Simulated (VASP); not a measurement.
Zn4HO4 (a cell with a defect), 9 atoms in the cell. The cell holds a defect, 9 atoms: a = 5.515 Å, b = 5.515 Å, c = 3.243 Å, α = 90.00°, β = 90.00°, γ = 90.00°. 

```yaml
Program: VASP 6.6.1
Task: single point
Functional: PBEsol
Potentials_or_basis: VASP PAW PBE potentials, release 64 (Zn, O, H)
Cutoff: 520 eV
k_mesh: 4 × 4 × 8
Occupations: gaussian, width 0.05 eV
Spin: no spin polarisation
Dipole_correction: no
Further_INCAR_settings: ALGO = Normal; EDIFF = 1e-07; NBANDS = 46
```

Potentials or basis: VASP PAW PBE potentials, release 64 (Zn, O, H).

Command:

```sh
$ cat potpaw_PBE.64/Zn/POTCAR potpaw_PBE.64/O/POTCAR potpaw_PBE.64/H/POTCAR > POTCAR
$ mpirun -np 1 vasp_std > vasp.out
```

Hardware: 1 thread of AMD EPYC 7R13, with other jobs on the host.

Question: How long does it take, and how much memory?

Answer: Run time: 8.4 min on 1 thread of AMD EPYC 7R13, with other jobs on the host, peak memory 0.28 GiB. Counts: scf iterations 18, k points 50.
